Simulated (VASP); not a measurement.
# Ta (Im-3m) in VASP: single point with PBE+D4

Aim: the single point of Ta with PBE+D4.

Everything below comes from runs of VASP 6.6.1. Logs are shortened: lines on timing, memory, paths and dates and some standing lists are left out, and cuts for length are marked.

## 1. The cell of the first run

It takes space group Im-3m (No. 229, cubic). The conventional cell has a = 3.303 Å, b = 3.303 Å, c = 3.303 Å, α = 90.00°, β = 90.00°, γ = 90.00°. Ta (site symmetry m-3m) has 14 Ta at 2.86 to 3.30 Å within 3.8 Å.

## 2. Single point, PBE+D4

Contents of INCAR:

```
ALGO = Normal ; EDIFF = 1E-6
ENCUT = 500 ; GGA = PE
GGA_COMPAT = False ; ISIF = 2
ISMEAR = 0 ; IVDW = 13
LASPH = True ; LCHARG = False
LREAL = False ; LWAVE = False
NBANDS = 12 ; NELM = 120
PREC = Accurate ; SIGMA = 0.1
```

Contents of KPOINTS:

```
k-points
0
Gamma
  14 14 14
```

Contents of POSCAR:

```
Ta
1.0
   -1.6512800000      1.6512800000      1.6512800000
    1.6512800000     -1.6512800000      1.6512800000
    1.6512800000      1.6512800000     -1.6512800000
Ta
1
Direct
    0.0000000000      0.0000000000      0.0000000000
```

Potentials or basis: VASP PAW PBE potentials, release 64 (Ta_pv).

Launch:

```
> cat potpaw_PBE.64/Ta_pv/POTCAR > POTCAR
> mpirun -np 1 vasp_std > vasp.out
```

OUTCAR:

```text
EDIFF = 1E-6
   ENCUT = 500
   GGA = PE
   ISIF = 2
   ISMEAR = 0
   IVDW = 13
   LASPH = True
   LREAL = False
   NELM = 120
   PREC = Accurate

 ion  position               nearest neighbor table
   1  0.000  0.000  0.000-

  LATTYP: Found a body centered cubic cell.
 ALAT       =     3.3025600000

  Lattice vectors:

 A1 = (  -1.6512800000,   1.6512800000,   1.6512800000)
 A2 = (   1.6512800000,  -1.6512800000,   1.6512800000)
 A3 = (   1.6512800000,   1.6512800000,  -1.6512800000)

Analysis of symmetry for initial positions (statically):
=====================================================================
 Subroutine PRICEL returns:
 Original cell was already a primitive cell.

 Routine SETGRP: Setting up the symmetry group for a
 body centered cubic supercell.

 Subroutine GETGRP returns: Found 48 space group operations
 (whereof 48 operations were pure point group operations)
 out of a pool of 48 trial point group operations.

The static configuration has the point symmetry O_h .

Analysis of symmetry for dynamics (positions and initial velocities):
=====================================================================
 Subroutine PRICEL returns:
 Original cell was already a primitive cell.

 Routine SETGRP: Setting up the symmetry group for a
 body centered cubic supercell.

 Subroutine GETGRP returns: Found 48 space group operations
 (whereof 48 operations were pure point group operations)
 out of a pool of 48 trial point group operations.

The dynamic configuration has the point symmetry O_h .

 Subroutine INISYM returns: Found 48 space group operations
 (whereof 48 operations are pure point group operations),
 and found     1 'primitive' translations

----------------------------------------------------------------------------------------

                                     Primitive cell

  volume of cell :      18.0104

  direct lattice vectors                    reciprocal lattice vectors
    -1.651280000  1.651280000  1.651280000     0.000000000  0.302795407  0.302795407
     1.651280000 -1.651280000  1.651280000     0.302795407  0.000000000  0.302795407
     1.651280000  1.651280000 -1.651280000     0.302795407  0.302795407  0.000000000

  length of vectors
     2.860100858  2.860100858  2.860100858     0.428217371  0.428217371  0.428217371

  position of ions in fractional coordinates (direct lattice)
     0.000000000  0.000000000  0.000000000

  ion indices of the primitive-cell ions
   primitive index   ion index
                 1           1

----------------------------------------------------------------------------------------

 KPOINTS: k-points

Automatic generation of k-mesh.
 Grid dimensions read from file:
 generate k-points for:   14   14   14

 Generating k-lattice:

  Cartesian coordinates                     Fractional coordinates (reciprocal lattice)
     0.000000000  0.021628243  0.021628243     0.071428571  0.000000000  0.000000000
     0.021628243  0.000000000  0.021628243     0.000000000  0.071428571  0.000000000
     0.021628243  0.021628243  0.000000000     0.000000000  0.000000000  0.071428571

  Length of vectors
     0.030586955  0.030586955  0.030586955

  Shift w.r.t. Gamma in fractional coordinates (k-lattice)
     0.000000000  0.000000000  0.000000000

 Subroutine IBZKPT returns following result:
 ===========================================

 Found    104 irreducible k-points:

 Following reciprocal coordinates:
            Coordinates               Weight
  0.000000  0.000000  0.000000      1.000000
  0.071429  0.000000  0.000000     12.000000
  0.142857  0.000000  0.000000     12.000000
  0.214286  0.000000  0.000000     12.000000
  0.285714  0.000000  0.000000     12.000000
  0.357143  0.000000  0.000000     12.000000
[... 16 lines left out ...]
  0.285714  0.285714  0.000000     24.000000
  0.357143  0.285714  0.000000     24.000000
 [... further k-points ...]
   k-points           NKPTS =    104   k-points in BZ     NKDIM =    104   number of bands    NBANDS=     12
   number of dos      NEDOS =    301   number of ions     NIONS =      1
   total plane-waves  NPLWV =  13824
   dimension x,y,z NGX =    24 NGY =   24 NGZ =   24
   dimension x,y,z NGXF=    48 NGYF=   48 NGZF=   48
   ions per type =               1
   NGX,Y,Z   is equivalent  to a cutoff of  13.95, 13.95, 13.95 a.u.
   NGXF,Y,Z  is equivalent  to a cutoff of  27.90, 27.90, 27.90 a.u.
 SYSTEM =  unknown system
   PREC   = accura    normal or accurate (medium, high low for compatibility)
   ISTART =      0    job   : 0-new  1-cont  2-samecut
   ICHARG =      2    charge: 1-file 2-atom 10-const
   ISPIN  =      1    spin polarized calculation?
   LNONCOLLINEAR =      F non collinear calculations
   LSORBIT =      F    spin-orbit coupling
   LASPH  =      T    aspherical Exc in radial PAW
   ENCUT  =  500.0 eV  36.75 Ry    6.06 a.u.   5.21  5.21  5.21*2*pi/ulx,y,z
   NELM   =    120;   NELMIN=  2; NELMDL= -5     # of ELM steps
   EDIFF  = 0.1E-05   stopping-criterion for ELM
   LREAL  =      F    real-space projection
   EDIFFG = 0.1E-04   stopping-criterion for IOM
   NSW    =      0    number of steps for IOM
   IBRION =     -1    ionic relax: 0-MD 1-quasi-New 2-CG
   NFREE  =      0    steps in history (QN), initial steepest desc. (CG)
   ISIF   =      2    stress and relaxation
   ISYM   =      2    0-nonsym 1-usesym 2-fastsym
   POTIM  = 0.5000    time-step for ionic-motion
   TEBEG  =    0.0;   TEEND  =   0.0 temperature during run
   PSTRESS=    0.0 pullay stress
   NELECT =      11.0000    total number of electrons
   NUPDOWN=      -1.0000    fix difference up-down
   EMIN   =  10.00;   EMAX   =-10.00  energy-range for DOS
   EFERMI =   0.00;   METHOD = LEGACY
   ISMEAR =     0;   SIGMA  =   0.10  broadening in eV -4-tet -1-fermi 0-gaus
   EFERMI_NEDOS =   21; number of points for ismear=-14 and -15
   IALGO  =     38    algorithm
   IMIX   =      4    mixing-type and parameters
     AMIX     =   0.40;   BMIX     =  1.00
     AMIX_MAG =   1.60;   BMIX_MAG =  1.00
  volume/ion in A,a.u.               =      18.01       121.54
  Fermi-wavevector in a.u.,A,eV,Ry     =   1.388988  2.624806 26.249534  1.929286
  Thomas-Fermi vector in A             =   2.513061
   LORBIT       =      0    0 simple, 1 ext, 2 COOP (PROOUT), +10 PAW based schemes
   GGA     = PE    functional components
   LHFCALC =     F    Hartree Fock is set to
   AEXX    =    0.0000 exact exchange contribution
   IVDW    =    13    specifies the selected vdW correction
   LEPSILON=     F    determine dielectric tensor
   LRPA    =     F    only Hartree local field effects (RPA)
 non-spin polarized calculation
 Gauss-broadening in eV      SIGMA  =   0.10
  energy-cutoff  :      500.00
  volume of cell :       18.01
 maximum number of plane-waves:       472
 NGX is ok and might be reduce to    24
   NGX = 11   NGY = 11   NGZ = 11

 number of electron      11.0000002 magnetization

 Free energy of the ion-electron system (eV)
  ---------------------------------------------------
  ext. energy  EPLUGINS =         0.00000000
  ---------------------------------------------------
  free energy    TOTEN  =       -11.81881551 eV

  energy without entropy =      -11.81425306  energy(sigma->0) =      -11.81653429

 E-fermi :   5.4772     XC(G=0): -12.6190

 val. band max:        5.4463964753   @ k =  -0.3571   0.4286   0.1429
 cond. band min:       5.5021528912   @ k =   0.0714   0.0714   0.0714
 fundamental gap:      0.0557564158
 Fermi energy:         5.4771719548

 k-point     1 :       0.0000    0.0000    0.0000
  band No.  band energies     occupation
      1     -27.5873      2.00000
      2     -27.5873      2.00000
      3     -27.5873      2.00000
      4      -2.4298      2.00000
      5       6.2202      0.00000
      6       6.2202      0.00000
      7       6.2202      0.00000
      8       9.4939      0.00000
      9       9.4939      0.00000
     10      20.1813      0.00000
     11      20.4982      0.00000
     12      20.4982      0.00000

 k-point     2 :       0.0714    0.0000    0.0000
  band No.  band energies     occupation
      1     -27.6505      2.00000
      2     -27.6067      2.00000
      3     -27.5876      2.00000
      4      -2.2022      2.00000
      5       6.0725      0.00000
      6       6.1751      0.00000
      7       6.4435      0.00000
      8       9.2603      0.00000
      9       9.4946      0.00000
     10      20.1813      0.00000
     11      20.7013      0.00000
     12      20.8973      0.00000

 k-point     3 :       0.1429    0.0000    0.0000
  band No.  band energies     occupation
      1     -27.8245      2.00000
      2     -27.6608      2.00000
      3     -27.5886      2.00000
      4      -1.5590      2.00000
      5       5.6864      0.00308
      6       5.9661      0.00000
      7       7.1021      0.00000
      8       8.8826      0.00000
      9       9.5166      0.00000
     10      20.1807      0.00000
     11      21.1284      0.00000
     12      22.0321      0.00000
[... 286 lines left out ...]
 k-point    23 :       0.2857    0.2857    0.0000
  band No.  band energies     occupation
      1     -28.5331      2.00000
      2     -28.2216      2.00000
      3     -27.7281      2.00000
      4       2.7895      2.00000
      5       4.0862      2.00000
      6       4.9154      2.00000
      7       9.4815      0.00000
      8      10.2631      0.00000
      9      15.2017      0.00000
     10      15.4639      0.00000
     11      19.3345      0.00000
     12      20.1862      0.00000

 k-point    24 :       0.3571    0.2857    0.0000
  band No.  band energies     occupation
      1     -28.4882      2.00000
      2     -28.3089      2.00000
      3     -27.7343      2.00000
      4       2.9310      2.00000
      5       4.2306      2.00000
      6       4.7817      2.00000
      7       9.7130      0.00000
      8      10.2868      0.00000
      9      14.4348      0.00000
     10      16.5779      0.00000
     11      18.3688      0.00000
     12      20.1860      0.00000

 [... further k-points ...]

------------------------ aborting loop because EDIFF is reached ----------------------------------------

  DFT-D4 for vdW energy calculation

  Edisp (eV):   -0.31934

  FORCE on cell =-STRESS in cart. coord.  units (eV):
  Direction    XX          YY          ZZ          XY          YZ          ZX
  --------------------------------------------------------------------------------------
  -------------------------------------------------------------------------------------
  Total       0.04386     0.04386     0.04386     0.00000    -0.00000    -0.00000
  in kB       3.90130     3.90130     3.90130     0.00000    -0.00000    -0.00000
  external pressure =        3.90 kB  Pullay stress =        0.00 kB

 VOLUME and BASIS-vectors are now :
 -----------------------------------------------------------------------------
  energy-cutoff  :      500.00
  volume of cell :       18.01
      direct lattice vectors                 reciprocal lattice vectors
    -1.651280000  1.651280000  1.651280000     0.000000000  0.302795407  0.302795407
     1.651280000 -1.651280000  1.651280000     0.302795407  0.000000000  0.302795407
     1.651280000  1.651280000 -1.651280000     0.302795407  0.302795407  0.000000000

 POSITION                                       TOTAL-FORCE (eV/Angst)
 -----------------------------------------------------------------------------------
      0.00000      0.00000      0.00000         0.000000      0.000000     -0.000000
 -----------------------------------------------------------------------------------
    total drift:                                0.000000      0.000000      0.000000

  FREE ENERGIE OF THE ION-ELECTRON SYSTEM (eV)
  ---------------------------------------------------
  free  energy   TOTEN  =       -12.1381534651 eV

  energy  without entropy=      -12.1335910219  energy(sigma->0) =      -12.13587224
```

It took 11 s on 1 thread of Intel Xeon 6975P-C, shared host; peak memory 0.15 GiB.

What came out:

| Item | Value |
| --- | --- |
| Free energy | -12.1382 eV |
| Pressure | 0.4 GPa |
| Dispersion energy per atom | -0.319 eV |

Levels at points of the mesh, in eV from the Fermi level:
| k point | band 1 | band 2 | band 3 | band 4 | band 5 | band 6 | band 7 | band 8 | band 9 | band 10 |
| --- | --- | --- | --- | --- | --- | --- | --- | --- | --- | --- |
| (0.00, 0.00, 0.00) | -33.06 | -33.06 | -33.06 | -7.91 | 0.74 | 0.74 | 0.74 | 4.02 | 4.02 | 14.70 |
| (0.50, 0.00, 0.00) | -34.24 | -33.44 | -33.07 | -4.37 | -1.53 | 1.60 | 3.90 | 4.93 | 7.81 | 11.74 |
| (0.50, 0.50, 0.50) | -33.88 | -33.88 | -33.88 | -3.79 | -3.79 | 6.84 | 6.84 | 6.84 | 8.67 | 8.67 |

Caveat: spin-orbit coupling is left out, which moves the levels of the heavy elements; pairwise dispersion overbinds metals, which lowers pressure and volume.
